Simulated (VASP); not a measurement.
# Ge: single point with PBEsol

Ge:

```
Ge
1.0
     2.95422    0.00000    0.00000
    -1.47711    2.55843    0.00000
     0.00000    0.00000    4.84585
Ge
2
Direct
  0.33333 0.66667 0.25000
  0.66667 0.33333 0.75000
```

This isn't the form of Ge at room conditions, which is diamond.

```json
{
 "Program": "VASP 6.6.1",
 "Task": "single point",
 "Functional": "PBEsol",
 "Potentials or basis": "VASP PAW PBE potentials, release 64 (Ge_d)",
 "Cutoff": "520 eV",
 "k mesh": "16 × 16 × 9",
 "Occupations": "fermi-dirac, width 0.08 eV",
 "Spin": "no spin polarisation"
}
```

The pressure is 0.1 GPa and the band gap on the k mesh is zero (bands 14 and 15 overlap by 9.65 eV).

Levels at points of the mesh, in eV from the Fermi level:
```
           k point  band 11  band 12  band 13  band 14  band 15  band 16  band 17  band 18
(0.00, 0.00, 0.00)   -13.47    -8.04    -5.77     7.02     7.02     8.96     8.96     9.28
(0.50, 0.00, 0.00)    -8.40    -7.13    -2.67    -1.74    -1.01     1.26     2.71     6.68
```

Wall time 35 s on 1 thread of Intel(R) Xeon(R) 6975P-C (Granite Rapids), with other jobs on the host, peak memory 0.21 GiB.

Caveat: the PAW data sets were made with another functional, which shifts forces and pressure a little.
